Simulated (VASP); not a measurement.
**AlN: vibrations by perturbation theory with PBE**

AlN:

```
Al N
1.0
     3.12975    0.00000    0.00000
    -1.56487    2.71044    0.00000
     0.00000    0.00000    5.01740
Al N
2 2
Direct
  0.66667 0.33333 0.49924
  0.33333 0.66667 0.99924
  0.66667 0.33333 0.88076
  0.33333 0.66667 0.38076
```

```json
{
 "Program": "VASP 6.6.1",
 "Task": "vibrations by perturbation theory",
 "Functional": "PBE",
 "Potentials or basis": "VASP PAW PBE potentials, release 64 (Al, N)",
 "Cutoff": "520 eV",
 "k mesh": "9 × 9 × 4",
 "Occupations": "gaussian, width 0.01 eV",
 "Spin": "no spin polarisation",
 "Dipole correction": "no",
 "Further INCAR settings": "ALGO = Normal; EDIFF = 1e-08; IBRION = 8; NSW = 1"
}
```

```json
{
 "Electronic dielectric tensor (diagonal)": "4.47, 4.47, 4.70",
 "Born charges (mean of the diagonal)": "Al +2.57; N -2.57 e",
 "Highest phonon frequency at Γ, LO-TO splitting left out": "708 cm⁻¹"
}
```

Phonon frequencies in cm⁻¹ (negative: imaginary):
| q point | frequencies |
| --- | --- |
| (0.000, 0.000, 0.000) | 0 0 0 237 237 536 595 637 637 649 649 708 |

Electronic dielectric tensor:
```
4.47 0.00 0.00
0.00 4.47 0.00
0.00 0.00 4.70
```

Born effective charge tensors (e):
atom 1, Al
```
2.52 0.00 0.00
0.00 2.52 0.00
0.00 0.00 2.68
```
atom 2, Al
```
2.52 0.00 0.00
0.00 2.52 0.00
0.00 0.00 2.68
```
atom 3, N
```
-2.52  0.00  0.00
 0.00 -2.52  0.00
 0.00  0.00 -2.68
```
atom 4, N
```
-2.52  0.00  0.00
 0.00 -2.52  0.00
 0.00  0.00 -2.68
```

Run time: 2.8 min on 1 thread of Intel(R) Xeon(R) 6975P-C (Granite Rapids) (shared host), peak memory 0.34 GiB.
